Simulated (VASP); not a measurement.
## Zr3SiO8: relaxation of cell and atoms with LDA

The system is Zr3SiO8.

```
CELL_PARAMETERS angstrom
3.51343 3.51343 0.00000
-3.51343 3.51343 0.00000
0.00000 0.00000 4.96968
ATOMIC_POSITIONS crystal
Si 0.00000 0.50000 0.50000
Zr 0.50000 0.00000 0.50000
Zr 0.00000 0.00000 0.00000
Zr 0.50000 0.50000 0.00000
O 0.19391 0.30609 0.69385
O 0.80609 0.69391 0.69385
O 0.30373 0.80373 0.80376
O 0.69627 0.19627 0.80376
O 0.19391 0.69391 0.30615
O 0.80609 0.30609 0.30615
O 0.30373 0.19627 0.19624
O 0.69627 0.80373 0.19624
```

| Quantity | Value |
| --- | --- |
| Program | VASP 6.6.1 |
| Task | relaxation of cell and atoms |
| Functional | LDA |
| Potentials or basis | VASP PAW LDA potentials, release 64 (Si, Zr_sv, O) |
| Cutoff | 600 eV |
| k mesh | 6 × 6 × 6 |
| Occupations | gaussian, width 0.02 eV |
| Spin | no spin polarisation |
| Dipole correction | no |
| Further INCAR settings | ALGO = Normal; EDIFF = 1e-07; IBRION = 2; EDIFFG = -0.002; NSW = 100; ISIF = 3 |

| Property | Result |
| --- | --- |
| Relaxed volume | 10.25 Å³/atom |
| Relaxed cell | a = 4.973 Å, b = 4.973 Å, c = 4.973 Å, α = 90.00°, β = 90.00°, γ = 90.00° |
| Space group after relaxing (to 0.1 Å) | P-43m (No. 215) |
| Energy gained by relaxing | 0.1 meV/atom |
| Ionic steps | 9 |
| Pressure after relaxing | 0.0 GPa |
| Band gap on the k mesh | 3.98 eV (least direct gap 4.03 eV) |

Step by step:
| step | energy change (eV) | largest force (eV/Å) | pressure (GPa) | volume (Å³) |
| --- | --- | --- | --- | --- |
| 1 | 0.0000 | 0.0743 | 0.74 | 122.69 |
| 2 | 0.0015 | 0.0995 | -1.26 | 123.54 |
| 3 | -0.0010 | 0.0185 | -0.04 | 123.02 |
| 4 | -0.0010 | 0.0186 | -0.03 | 123.01 |
| 5 | -0.0010 | 0.0112 | -0.01 | 122.99 |
| 6 | -0.0011 | 0.0056 | 0.03 | 122.96 |
| 7 | -0.0011 | 0.0049 | 0.02 | 122.97 |
| 8 | -0.0011 | 0.0021 | -0.02 | 122.99 |
| 9 | -0.0011 | 0.0011 | -0.01 | 122.98 |

Final structure:
```
CELL_PARAMETERS angstrom
3.51642 3.51642 0.00000
-3.51642 3.51642 0.00000
0.00000 0.00000 4.97297
ATOMIC_POSITIONS crystal
Si 0.00000 0.50000 0.50000
Zr 0.50000 0.00000 0.50000
Zr 0.00000 0.00000 0.00000
Zr 0.50000 0.50000 0.00000
O 0.19412 0.30588 0.69409
O 0.80588 0.69412 0.69409
O 0.30347 0.80347 0.80349
O 0.69653 0.19653 0.80349
O 0.19412 0.69412 0.30591
O 0.80588 0.30588 0.30591
O 0.30347 0.19653 0.19651
O 0.69653 0.80347 0.19651
```

Levels at points of the mesh, in eV from the valence-band top:
```
           k point  band 42  band 43  band 44  band 45  band 46  band 47
(0.00, 0.00, 0.00)    -0.05    -0.05    -0.05     3.98     3.98     5.35
(0.50, 0.00, 0.00)    -0.95     0.00     0.00     4.20     4.27     4.90
(0.50, 0.50, 0.00)    -0.89    -0.38    -0.38     4.20     4.20     4.93
(0.00, 0.00, 0.50)    -0.95     0.00     0.00     4.20     4.27     4.90
(0.50, 0.00, 0.50)    -0.89    -0.38    -0.38     4.20     4.20     4.93
(0.50, 0.50, 0.50)    -0.56    -0.56    -0.56     4.42     4.42     4.42
```

Run time: 13 min on 1 thread of Intel(R) Xeon(R) 6975P-C (Granite Rapids), with other jobs on the host, peak memory 0.37 GiB.

A k mesh can miss the band edges.
